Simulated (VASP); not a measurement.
## PbS (Galena): single point with PBEsol

Crystal: PbS (Galena).

```
CELL_PARAMETERS angstrom
4.19420 0.00000 0.00000
2.09710 3.63229 0.00000
2.09710 1.21076 3.42455
ATOMIC_POSITIONS crystal
Pb 0.00000 0.00000 0.00000
S 0.50000 0.50000 0.50000
```

```yaml
Program: VASP 6.6.1
Task: single point
Functional: PBEsol
Potentials_or_basis: VASP PAW PBE potentials, release 64 (Pb_d, S)
Cutoff: 520 eV
k_mesh: 6 × 6 × 6
Occupations: gaussian, width 0.01 eV
Spin: no spin polarisation
Dipole_correction: no
Further_INCAR_settings: ALGO = Normal; EDIFF = 1e-07; NBANDS = 17
```

| Item | Value |
| --- | --- |
| Pressure | -0.9 GPa |
| Band gap on the k mesh | 0.26 eV, direct |

Levels at points of the mesh, in eV from the valence-band top:
| k point | band 7 | band 8 | band 9 | band 10 | band 11 | band 12 | band 13 | band 14 |
| --- | --- | --- | --- | --- | --- | --- | --- | --- |
| (0.00, 0.00, 0.00) | -6.06 | -2.17 | -2.17 | -2.17 | 5.16 | 5.16 | 5.16 | 6.65 |
| (0.50, 0.00, 0.00) | -8.90 | -1.77 | -1.77 | 0.00 | 0.26 | 1.90 | 1.90 | 8.49 |
| (0.50, 0.50, 0.00) | -7.24 | -5.25 | -3.46 | -3.46 | 3.72 | 5.53 | 5.64 | 5.64 |

Wall time 12 s on 1 thread of Intel Xeon 6975P-C, with other jobs on the host, peak memory 0.18 GiB.

Caveat: the PAW data sets were made with another functional, which shifts forces and pressure a little; spin-orbit coupling is left out, which moves the levels of the heavy elements. A k mesh can miss the band edges.
